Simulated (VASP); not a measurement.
Wanted: the native input for a VASP 6.6.1 run.

```yaml
Task: relaxation of cell and atoms
Functional: PBE
Dispersion: D3(BJ)
Potentials_or_basis: VASP PAW PBE potentials, release 64 (Te)
Cutoff: 600 eV
k_mesh: 6 × 6 × 3
Occupations: fermi-dirac, width 0.05 eV
Spin: no spin polarisation
Dipole_correction: no
Further_INCAR_settings: ALGO = Normal; EDIFF = 1e-07; IBRION = 2; EDIFFG = -0.01; NSW = 80; ISIF = 3
```

The structure of Te lies in POSCAR:

```
Te
1.0
    3.3300000000      0.0000000000      0.0000000000
   -1.6650000000      2.8838645946      0.0000000000
    0.0000000000      0.0000000000      5.4378900000
Te
2
Direct
    0.3333333333      0.6666666667      0.2500000000
    0.6666666667      0.3333333333      0.7500000000
```

These files were run (other wordings do the same):

INCAR

```
ALGO = Normal
EDIFF = 1E-7
EDIFFG = -0.01
ENCUT = 600
GGA = PE
IBRION = 2
ISIF = 3
ISMEAR = -1
IVDW = 12
LASPH = True
LCHARG = False
LREAL = False
LWAVE = False
NELM = 100
NSW = 80
PREC = Accurate
SIGMA = 0.05
```

KPOINTS

```
k-points
0
Gamma
  6 6 3
```

Potentials or basis: VASP PAW PBE potentials, release 64 (Te).

The run is started by

```bash
$ cat potpaw_PBE.64/Te/POTCAR > POTCAR
$ mpirun -np 1 vasp_std > vasp.out
```

Results of the run:

```yaml
Relaxed_volume: 28.63 Å³/atom
Relaxed_cell: a = 3.817 Å, b = 3.817 Å, c = 4.538 Å, α = 90.00°, β = 90.00°, γ = 120.00°
Space_group_after_relaxing_to_0.05_Å: P6_3/mmc (No. 194)
Energy_gained_by_relaxing: 136.5 meV/atom
Ionic_steps: 21
Pressure_after_relaxing: 0.0 GPa
Band_gap_on_the_k_mesh: zero (band 6 reaches 9.28 eV, above the bottom of band 7 at 6.05 eV)
Dispersion_energy_per_atom: -0.511 eV
```

Caveat: the k points lie up to 0.46 Å⁻¹ apart in the final cell; spin-orbit coupling is left out, which moves the levels of the heavy elements; pairwise dispersion overbinds metals, which lowers pressure and volume.

It took 5 min on 1 thread of AMD EPYC 7R13 Processor (Zen 3), on a shared host, peak memory 0.18 GiB.
